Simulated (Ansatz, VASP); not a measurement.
## One calculation of SnO2, two programs

```
CELL_PARAMETERS angstrom
4.82796 0.00000 0.00000
0.00000 4.82796 0.00000
0.00000 0.00000 3.23745
ATOMIC_POSITIONS crystal
Sn 0.50000 0.50000 0.00000
Sn 0.00000 0.00000 0.50000
O 0.69348 0.69348 0.50000
O 0.80652 0.19348 0.00000
O 0.19348 0.80652 0.00000
O 0.30652 0.30652 0.50000
```

Alike in both runs: functional PBE; k mesh 6 × 6 × 8; occupations gaussian, width 0.02 eV; no spin polarisation.

Ansatz relaxed the structure, and its values are those at the end. VASP's run is a single point on that final structure, the one shown.

|  | VASP | Ansatz |
| --- | --- | --- |
| version | VASP 6.6.1 | Ansatz 0.2.0 |
| potentials or method | VASP PAW PBE potentials, release 64 (Sn_d, O), cutoff 520 eV | scalar-relativistic, plane waves, PAW |
| valence electrons in the cell | 52 | 52 |

```csv
,VASP,Ansatz,Ansatz less VASP
gap on the k mesh at the Fermi level (eV),0.67,0.68,+0.012
least direct gap on the mesh (eV),0.67,0.68,+0.012
pressure (GPa),0.6,0.0,-0.60
rms of the force components (eV/Å),0.005,0.003,-0.0014
```
